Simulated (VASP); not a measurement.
Set up this calculation in VASP 6.6.1, as the native input.

```
Task                   : single point
Functional             : PBE
Potentials or basis    : VASP PAW PBE potentials, release 64 (Rh_pv)
Cutoff                 : 520 eV
k mesh                 : 17 × 17 × 17
Occupations            : fermi-dirac, width 0.0612256 eV
Spin                   : no spin polarisation
Dipole correction      : no
Further INCAR settings : ALGO = Normal; EDIFF = 1e-06; NBANDS = 14
```

The structure of Rh lies in POSCAR:

```
Rh
1.0
   -1.5354069168      1.5354069168      1.5354069168
    1.5354069168     -1.5354069168      1.5354069168
    1.5354069168      1.5354069168     -1.5354069168
Rh
1
Direct
    0.0000000000      0.0000000000      0.0000000000
```

The input as run:

INCAR

```
SYSTEM = Rh
PREC     = Accurate       ! precision mode
ENCUT    = 520            ! plane-wave cutoff, eV
EDIFF    = 1E-6           ! SCF threshold, eV
ISMEAR   = -1             ! smearing method
SIGMA    = 0.06122561905347299 ! smearing width, eV
LREAL    = .FALSE.        ! projectors in reciprocal space
LASPH    = .TRUE.         ! aspherical terms in the spheres
NELM     = 60             ! most SCF steps
ALGO     = Normal         ! electronic algorithm
ISIF     = 2              ! what is computed and relaxed
LWAVE    = .FALSE.        ! write WAVECAR
LCHARG   = .FALSE.        ! write CHGCAR
GGA      = PE             ! functional
NBANDS   = 14             ! bands
```

KPOINTS

```
regular mesh
0
G
  17 17 17
  0 0 0
```

Potentials or basis: VASP PAW PBE potentials, release 64 (Rh_pv).

Run with:

```console
$ cat potpaw_PBE.64/Rh_pv/POTCAR > POTCAR
$ mpirun -np 1 vasp_std > vasp.out
```

It gave:

```json
{
  "Pressure": "0.0 GPa"
}
```

Run time: 12 s on 1 thread of Intel Xeon 6975P-C, on a shared host, peak memory 0.15 GiB.
